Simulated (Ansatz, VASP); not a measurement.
KBr in VASP and in Ansatz

```xyz
2
Lattice="0.0000 3.3000 3.3000 3.3000 0.0000 3.3000 3.3000 3.3000 0.0000" Properties=species:S:1:pos:R:3 pbc="T T T"
Br    3.3000    3.3000    3.3000
K     0.0000    0.0000    0.0000
```

Alike in both runs: functional revPBE; dispersion D4; k mesh 7 × 7 × 7; occupations tetrahedron; non-collinear spin, spin-orbit coupling.

|  | VASP | Ansatz |
| --- | --- | --- |
| version | VASP 6.6.1 | Ansatz 0.2.0 |
| potentials or method | VASP PAW PBE potentials, release 64 (Br, K_sv) | Ansatz PAW |
| plane-wave cutoff (eV) | 520 | 420 |
| valence electrons in the cell | 16 | 16 |
| task | single point | density of states |

```csv
,VASP,Ansatz,Ansatz less VASP
pressure (GPa),0.9,0.8,-0.03
net moment per atom (μB),0.00,0.00,0.000
```

VASP's potentials were made for PBE, not for revPBE.

Noted on Ansatz's run: odd divisions of the mesh miss points on the zone boundary, where band edges often lie, so the gap on the mesh can be too wide.
